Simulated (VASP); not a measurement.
Se: single point with PBEsol

Crystal: Se.

```
Se
1.0
     0.00000    3.20679    3.20679
     3.20679    0.00000    3.20679
     3.20679    3.20679    0.00000
Se
2
Cartesian
  3.2068 3.2068 3.2068
  4.8102 4.8102 4.8102
```

```json
{
 "Program": "VASP 6.6.1",
 "Task": "single point",
 "Functional": "PBEsol",
 "Potentials or basis": "VASP PAW PBE potentials, release 64 (Se)",
 "Cutoff": "520 eV",
 "k mesh": "5 × 5 × 5",
 "Occupations": "fermi-dirac, width 0.1 eV",
 "Spin": "no spin polarisation"
}
```

```
Pressure               : -3.3 GPa
Band gap on the k mesh : zero (band 6 reaches 1.80 eV, above the bottom of band 7 at 0.86 eV)
```

Levels at points of the mesh, in eV from the Fermi level:
```tsv
k point	band 3	band 4	band 5	band 6	band 7	band 8	band 9	band 10
(0.00, 0.00, 0.00)	-3.24	-3.24	-3.24	-0.69	-0.69	-0.69	4.24	7.68
```

Wall time 4.2 s on 1 thread of Intel(R) Xeon(R) 6975P-C (Granite Rapids), with other jobs on the host, peak memory 0.19 GiB.

Caveat: the PAW data sets were made with another functional, which shifts forces and pressure a little.
